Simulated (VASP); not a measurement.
# CaSe (Pm-3m) in VASP: G0W0 quasiparticle levels with HSE06

Aim: the G0W0 quasiparticle levels of CaSe with HSE06.

Everything below comes from runs of VASP 6.6.1. Logs are shortened: lines on timing, memory, paths and dates and some standing lists are left out, and cuts for length are marked.

### Step 1. The cell of the first run

The structure is cubic, space group Pm-3m (No. 221). Conventional cell: a = 3.635 Å, b = 3.635 Å, c = 3.635 Å, α = 90.00°, β = 90.00°, γ = 90.00°. Within 4.1 Å of Ca (site symmetry m-3m) lie 8 Se at 3.15 Å and 6 Ca at 3.63 Å. Within 4.1 Å of Se (site symmetry m-3m) lie 8 Ca at 3.15 Å and 6 Se at 3.63 Å.

### Step 2. G0W0 quasiparticle levels, HSE06

The input, POSCAR:

```
CaSe
1.0
    3.6347849189      0.0000000000      0.0000000000
    0.0000000000      3.6347849189      0.0000000000
    0.0000000000      0.0000000000      3.6347849189
Ca Se
1 1
Direct
    0.0000000000      0.0000000000      0.0000000000
    0.5000000000      0.5000000000      0.5000000000
```

The input, INCAR.step1:

```
SYSTEM = CaSe
PREC = Accurate ; ENCUT = 500
EDIFF = 1E-5 ; ISMEAR = 0
SIGMA = 0.02 ; LREAL = .False.
LASPH = .True. ; NELM = 80
ALGO = Normal ; ISIF = 2
LWAVE = .True. ; LCHARG = .False.
GGA = PE
```

The input, INCAR.step2:

```
SYSTEM = CaSe
PREC = Accurate ; ENCUT = 500
EDIFF = 1E-8 ; ISMEAR = 0
SIGMA = 0.01 ; LREAL = .False.
LASPH = .True. ; NELM = 80
ALGO = Normal ; LWAVE = .True.
LCHARG = .False. ; GGA = PE
LHFCALC = .True. ; HFSCREEN = 0.2
PRECFOCK = Normal ; ISTART = 1
```

The input, INCAR.step3:

```
SYSTEM = CaSe
PREC = Accurate ; ENCUT = 500
EDIFF = 1E-8 ; ISMEAR = 0
SIGMA = 0.01 ; LREAL = .False.
LASPH = .True. ; NELM = 1
ALGO = Exact ; LWAVE = .True.
LCHARG = .False. ; GGA = PE
LHFCALC = .True. ; HFSCREEN = 0.2
PRECFOCK = Normal ; ISTART = 1
NBANDS = 68 ; LOPTICS = .True.
```

The input, INCAR.step4:

```
SYSTEM = CaSe
PREC = Accurate ; ENCUT = 500
EDIFF = 1E-8 ; ISMEAR = 0
SIGMA = 0.01 ; LREAL = .False.
LASPH = .True. ; ALGO = EVGW0
LWAVE = .False. ; LCHARG = .False.
GGA = PE ; LHFCALC = .True.
HFSCREEN = 0.2 ; PRECFOCK = Fast
ISTART = 1 ; NELMGW = 1
NBANDS = 68 ; ENCUTGW = 80.0
NOMEGA = 96 ; NBANDSGW = 16
OMEGAMAX = 20
```

The input, KPOINTS:

```
regular mesh
0
Gamma
  4 4 4
  0 0 0
```

Potentials or basis: VASP PAW PBE potentials, release 64 (Ca_sv_GW, Se_GW).

Command:

```console
$ cat potpaw_PBE.64/Ca_sv_GW/POTCAR potpaw_PBE.64/Se_GW/POTCAR > POTCAR
$ cp INCAR.step1 INCAR
$ mpirun -np 1 vasp_std > vasp.out
$ cp INCAR.step2 INCAR
$ mpirun -np 1 vasp_std > vasp.out
$ cp INCAR.step3 INCAR
$ mpirun -np 1 vasp_std > vasp.out
$ cp INCAR.step4 INCAR
$ mpirun -np 1 vasp_std > vasp.out
```

OUTCAR:

```text
SYSTEM = CaSe
   PREC = Accurate
   ENCUT = 500
   EDIFF = 1E-8
   ISMEAR = 0
   LREAL = .False.
   LASPH = .True.
   GGA = PE
   LHFCALC = .True.
   HFSCREEN = 0.2
   PRECFOCK = Fast
   ISTART = 1
   NELMGW = 1
   ENCUTGW = 80.0

 ion  position               nearest neighbor table
   1  0.000  0.000  0.000-   2 3.15   2 3.15   2 3.15   2 3.15   2 3.15   2 3.15   2 3.15   2 3.15

   2  0.500  0.500  0.500-   1 3.15   1 3.15   1 3.15   1 3.15   1 3.15   1 3.15   1 3.15   1 3.15

  LATTYP: Found a simple cubic cell.
 ALAT       =     3.6347849189

  Lattice vectors:

 A1 = (   3.6347849189,   0.0000000000,   0.0000000000)
 A2 = (   0.0000000000,   3.6347849189,   0.0000000000)
 A3 = (   0.0000000000,   0.0000000000,   3.6347849189)

Analysis of symmetry for initial positions (statically):
=====================================================================
 Subroutine PRICEL returns:
 Original cell was already a primitive cell.

 Routine SETGRP: Setting up the symmetry group for a
 simple cubic supercell.

 Subroutine GETGRP returns: Found 48 space group operations
 (whereof 48 operations were pure point group operations)
 out of a pool of 48 trial point group operations.

The static configuration has the point symmetry O_h .

Analysis of symmetry for dynamics (positions and initial velocities):
=====================================================================
 Subroutine PRICEL returns:
 Original cell was already a primitive cell.

 Routine SETGRP: Setting up the symmetry group for a
 simple cubic supercell.

 Subroutine GETGRP returns: Found 48 space group operations
 (whereof 48 operations were pure point group operations)
 out of a pool of 48 trial point group operations.

The dynamic configuration has the point symmetry O_h .

 Subroutine INISYM returns: Found 48 space group operations
 (whereof 48 operations are pure point group operations),
 and found     1 'primitive' translations

----------------------------------------------------------------------------------------

                                     Primitive cell

  volume of cell :      48.0215

  direct lattice vectors                    reciprocal lattice vectors
     3.634784919  0.000000000  0.000000000     0.275119442  0.000000000  0.000000000
     0.000000000  3.634784919  0.000000000     0.000000000  0.275119442  0.000000000
     0.000000000  0.000000000  3.634784919     0.000000000  0.000000000  0.275119442

  length of vectors
     3.634784919  3.634784919  3.634784919     0.275119442  0.275119442  0.275119442

  position of ions in fractional coordinates (direct lattice)
     0.000000000  0.000000000  0.000000000
     0.500000000  0.500000000  0.500000000

  ion indices of the primitive-cell ions
   primitive index   ion index
                 1           1
                 2           2

----------------------------------------------------------------------------------------

 KPOINTS: regular mesh

Automatic generation of k-mesh.
 Grid dimensions read from file:
 generate k-points for:    4    4    4

 Generating k-lattice:

  Cartesian coordinates                     Fractional coordinates (reciprocal lattice)
     0.068779861  0.000000000  0.000000000     0.250000000  0.000000000  0.000000000
     0.000000000  0.068779861  0.000000000     0.000000000  0.250000000  0.000000000
     0.000000000  0.000000000  0.068779861     0.000000000  0.000000000  0.250000000

  Length of vectors
     0.068779861  0.068779861  0.068779861

  Shift w.r.t. Gamma in fractional coordinates (k-lattice)
     0.000000000  0.000000000  0.000000000

 Subroutine IBZKPT returns following result:
 ===========================================

 Found     10 irreducible k-points:

 Following reciprocal coordinates:
            Coordinates               Weight
  0.000000  0.000000  0.000000      1.000000
  0.250000  0.000000  0.000000      6.000000
  0.500000  0.000000  0.000000      3.000000
  0.250000  0.250000  0.000000     12.000000
  0.500000  0.250000  0.000000     12.000000
  0.500000  0.500000  0.000000      3.000000
  0.250000  0.250000  0.250000      8.000000
  0.500000  0.250000  0.250000     12.000000
  0.500000  0.500000  0.250000      6.000000
  0.500000  0.500000  0.500000      1.000000
   k-points           NKPTS =     10   k-points in BZ     NKDIM =     64   number of bands    NBANDS=     68
   number of dos      NEDOS =    301   number of ions     NIONS =      2
   total plane-waves  NPLWV =  21952
   dimension x,y,z NGX =    28 NGY =   28 NGZ =   28
   dimension x,y,z NGXF=    56 NGYF=   56 NGZF=   56
   ions per type =               1   1
   NGX,Y,Z   is equivalent  to a cutoff of  12.81, 12.81, 12.81 a.u.
   NGXF,Y,Z  is equivalent  to a cutoff of  25.61, 25.61, 25.61 a.u.
 SYSTEM =  CaSe
   PREC   = accura    normal or accurate (medium, high low for compatibility)
   ISTART =      1    job   : 0-new  1-cont  2-samecut
   ICHARG =      0    charge: 1-file 2-atom 10-const
   ISPIN  =      1    spin polarized calculation?
   LNONCOLLINEAR =      F non collinear calculations
   LSORBIT =      F    spin-orbit coupling
   LASPH  =      T    aspherical Exc in radial PAW
   ENCUT  =  500.0 eV  36.75 Ry    6.06 a.u.   6.63  6.63  6.63*2*pi/ulx,y,z
   NELM   =     60;   NELMIN=  2; NELMDL=  0     # of ELM steps
   EDIFF  = 0.1E-07   stopping-criterion for ELM
   LREAL  =      F    real-space projection
   EDIFFG = 0.1E-06   stopping-criterion for IOM
   NSW    =      0    number of steps for IOM
   IBRION =     -1    ionic relax: 0-MD 1-quasi-New 2-CG
   NFREE  =      0    steps in history (QN), initial steepest desc. (CG)
   ISIF   =      0    stress and relaxation
   ISYM   =      3    0-nonsym 1-usesym 2-fastsym
   POTIM  = 0.5000    time-step for ionic-motion
   TEBEG  =    0.0;   TEEND  =   0.0 temperature during run
   PSTRESS=    0.0 pullay stress
   NELECT =      16.0000    total number of electrons
   NUPDOWN=      -1.0000    fix difference up-down
   EMIN   =  10.00;   EMAX   =-10.00  energy-range for DOS
   EFERMI =   0.00;   METHOD = LEGACY
   ISMEAR =     0;   SIGMA  =   0.01  broadening in eV -4-tet -1-fermi 0-gaus
   EFERMI_NEDOS =   21; number of points for ismear=-14 and -15
   IALGO  =     38    algorithm
   IMIX   =      1    mixing-type and parameters
     AMIX     =   0.40;   BMIX     =  1.00
     AMIX_MAG =   1.60;   BMIX_MAG =  1.00
  volume/ion in A,a.u.               =      24.01       162.03
  Fermi-wavevector in a.u.,A,eV,Ry     =   1.134931  2.144709 17.525233  1.288068
  Thomas-Fermi vector in A             =   2.271635
   LORBIT       =      0    0 simple, 1 ext, 2 COOP (PROOUT), +10 PAW based schemes
   GGA     = PE    functional components
   LHFCALC =     T    Hartree Fock is set to
   PRECFOCK=fast      Normal, Fast or Accurate (Low or Medium for compatibility)
   ENCUT4O =  -1.0   cutoff for four orbital integrals eV
   NKREDX  =     1    reduce k-point grid by
   NKREDY  =     1    reduce k-point grid by
   NKREDZ  =     1    reduce k-point grid by
   AEXX    =    1.0000 exact exchange contribution
   HFSCREEN=    0.0000 screening length (either q_TF or 0.3 A-1)
   HFSCREENC=   0.2000 screening length for correlation (either q_TF or 0.3 A-1)
   ENCUTFOCK=  -1.0 apply spherical cutoff to Coloumb kernel
   IVDW    =     0    specifies the selected vdW correction
   LEPSILON=     F    determine dielectric tensor
   LRPA    =     F    only Hartree local field effects (RPA)
   LRPAFORCE           =     F    calculate RPA forces
   ENCUTGW             =  80.0    cutoff for response function in eV
   ENCUTGWSOFT         =  64.0    soft cutoff for Coulomb kernel in GW response function in eV
   ENCUTLF             =  -1.0    cutoff for local field effects
   NELMGW              =     1    number of iterations in solving QP/BSE equation
   NELMHF              =     1    number of iterations in the inner HF iteration
   NKREDLFX            =     1    NKREDLFY  =   1   NKREDLFZ  =   1
 non-spin polarized calculation
 Gauss-broadening in eV      SIGMA  =   0.01
  energy-cutoff  :      500.00
  volume of cell :       48.02
 maximum number of plane-waves:      1234
 NGX is ok and might be reduce to    28
  NGX = 16; NGY = 16; NGZ = 16
 maximum number of plane-waves:        88
 NGX is ok and might be reduce to    14

 QP shifts <psi_nk| G(iteration)W_0 |psi_nk>: iteration 1
 for sc-GW calculations column KS-energies equals QP-energies in previous step
 and V_xc(KS)=  KS-energies - (<T + V_ion + V_H > + <T+V_H+V_ion>^1  + <V_x>^1)

 k-point   1 :       0.0000    0.0000    0.0000
  band No.  KS-energies  QP-energies   sigma(KS)   V_xc(KS)     V^pw_x(r,r')   Z            occupation Imag(sigma)

      1     -39.5073     -39.5841     -24.2492     -24.1278     -34.4452       0.6327       2.0000       0.4198
      2     -18.9672     -19.4654     -22.6269     -21.9478     -27.9175       0.7336       2.0000       0.1331
      3     -18.9672     -19.4654     -22.6269     -21.9478     -27.9175       0.7336       2.0000       0.1331
      4     -18.9672     -19.4654     -22.6269     -21.9478     -27.9175       0.7336       2.0000       0.1331
      5      -9.1156      -8.5031     -13.1683     -14.0765     -19.7420       0.6743       2.0000       1.0726
      6       4.1589       4.0535     -12.7118     -12.5782     -14.6947       0.7893       2.0000       0.0491
[... 8 lines left out ...]
     15      15.6497      16.4615     -10.7671     -11.8629      -5.7497       0.7408       0.0000      -0.2673
     16      15.6497      16.4615     -10.7671     -11.8629      -5.7497       0.7408       0.0000      -0.2673

 k-point   2 :       0.2500    0.0000    0.0000
  band No.  KS-energies  QP-energies   sigma(KS)   V_xc(KS)     V^pw_x(r,r')   Z            occupation Imag(sigma)

      1     -39.5009     -39.5783     -24.2576     -24.1355     -34.4518       0.6339       2.0000       0.4209
      2     -19.0641     -19.5354     -22.4481     -21.7996     -27.7975       0.7267       2.0000       0.1667
      3     -18.9573     -19.4540     -22.6379     -21.9616     -27.9260       0.7344       2.0000       0.1303
      4     -18.9573     -19.4540     -22.6379     -21.9616     -27.9260       0.7344       2.0000       0.1303
      5      -8.7313      -8.1060     -13.4161     -14.3044     -19.8477       0.7041       2.0000       1.0246
      6       1.4306       1.2773     -11.7217     -11.5207     -14.0581       0.7625       2.0000       0.0751
[... 8 lines left out ...]
     15      13.9833      14.4037      -9.1907      -9.7309      -4.6679       0.7784       0.0000      -0.1597
     16      16.3900      17.0763     -11.0242     -11.9507      -5.7929       0.7407       0.0000      -0.3674

 k-point   3 :       0.5000    0.0000    0.0000
  band No.  KS-energies  QP-energies   sigma(KS)   V_xc(KS)     V^pw_x(r,r')   Z            occupation Imag(sigma)

      1     -39.4944     -39.5724     -24.2658     -24.1432     -34.4583       0.6365       2.0000       0.4219
      2     -19.1587     -19.6092     -22.2794     -21.6598     -27.6852       0.7273       2.0000       0.1994
      3     -18.9472     -19.4439     -22.6492     -21.9754     -27.9337       0.7370       2.0000       0.1273
      4     -18.9472     -19.4439     -22.6492     -21.9754     -27.9337       0.7370       2.0000       0.1273
      5      -8.2790      -7.6262     -13.7011     -14.6106     -20.0097       0.7177       2.0000       0.9420
      6      -0.2475      -0.3912     -11.3890     -11.1944     -14.2920       0.7383       2.0000       0.1306
[... 114 lines left out ...]
      1     -39.4758     -39.5578     -24.2921     -24.1645     -34.4764       0.6420       2.0000       0.4292
      2     -19.0974     -19.5889     -22.4428     -21.7726     -27.7597       0.7333       2.0000       0.1431
      3     -19.0974     -19.5889     -22.4428     -21.7726     -27.7597       0.7333       2.0000       0.1431
      4     -19.0068     -19.4965     -22.5636     -21.8955     -27.8583       0.7330       2.0000       0.1276
      5      -7.6323      -6.9437     -13.6845     -14.6549     -19.8905       0.7097       2.0000       0.8685
      6       1.1609       1.0286     -12.0107     -11.8370     -14.5970       0.7615       2.0000       0.0830
[... 8 lines left out ...]
     15      13.7089      14.4104     -11.1133     -12.0674      -6.0434       0.7352       0.0000      -0.2098
     16      13.7089      14.4104     -11.1133     -12.0674      -6.0434       0.7352       0.0000      -0.2098

 k-point  10 :       0.5000    0.5000    0.5000
  band No.  KS-energies  QP-energies   sigma(KS)   V_xc(KS)     V^pw_x(r,r')   Z            occupation Imag(sigma)

      1     -39.4699     -39.5543     -24.3025     -24.1712     -34.4823       0.6425       2.0000       0.4300
      2     -19.0804     -19.5654     -22.4600     -21.7982     -27.7704       0.7327       2.0000       0.1303
      3     -19.0804     -19.5654     -22.4600     -21.7982     -27.7704       0.7327       2.0000       0.1303
      4     -19.0804     -19.5654     -22.4600     -21.7982     -27.7704       0.7327       2.0000       0.1303
      5      -7.2852      -6.6135     -13.8591     -14.8209     -19.9526       0.6984       2.0000       0.7965
      6       1.1224       1.0121     -11.8974     -11.7524     -14.4439       0.7605       2.0000       0.0851
[... 8 lines left out ...]
     15      12.4658      13.8064     -12.8658     -14.7020      -7.8752       0.7301       0.0000      -0.1045
     16      12.4658      13.8064     -12.8658     -14.7020      -7.8752       0.7301       0.0000      -0.1045
```

Wall time 37 min (1 thread of Intel Xeon Platinum 8559C (Emerald Rapids), shared host); peak memory 0.82 GiB.

Results:

```
Quasiparticle gap                                   : 1.97 eV
Least direct quasiparticle gap                      : 1.97 eV
Band gap of the starting levels on the mesh         : 1.56 eV
Least direct gap of the starting levels on the mesh : 1.56 eV
```

Caveat: the k points lie up to 0.43 Å⁻¹ apart; bands, screening cutoff and mesh are small and nothing is extrapolated, so the quasiparticle values aren't converged; the structure was generated, so it needn't be the stable form of CaSe.
